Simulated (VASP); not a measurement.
CdF2:

```
Cd F
1.0
     0.00000    2.72085    2.72085
     2.72085    0.00000    2.72085
     2.72085    2.72085    0.00000
Cd F
1 2
Direct
  0.00000 0.00000 0.00000
  0.25000 0.25000 0.25000
  0.75000 0.75000 0.75000
```

This cell differs from its parent crystal: volume changed by +3%.

Base run:

* Program: VASP 6.6.1
* Functional: r2SCAN
* Potentials or basis: VASP PAW PBE potentials, release 64 (Cd, F)
* Cutoff: 520 eV
* k mesh: 6 × 6 × 6
* Occupations: gaussian, width 0.01 eV
* Spin: no spin polarisation

Its results: band gap on the k mesh 3.66 eV, indirect (least direct gap 4.18 eV); pressure -2.3 GPa.

Problem. The run is repeated on the same cell with these changes: potentials or basis from VASP PAW PBE potentials, release 64 (Cd, F) to VASP PAW PBE potentials, release 64 (Cd_sv_GW, F); cutoff from 520 eV to 660 eV; further incar settings from ALGO = Normal; EDIFF = 1e-06; NBANDS = 20 to ALGO = Normal; EDIFF = 1e-06; NBANDS = 24; valence electrons from 26 to 34. What comes out?

Solution. Band gap on the k mesh 3.70 eV, indirect (least direct gap 4.23 eV); pressure -3.6 GPa.

Caveats: the PAW data sets were made with another functional, which shifts forces and pressure a little.

A k mesh can miss the band edges.
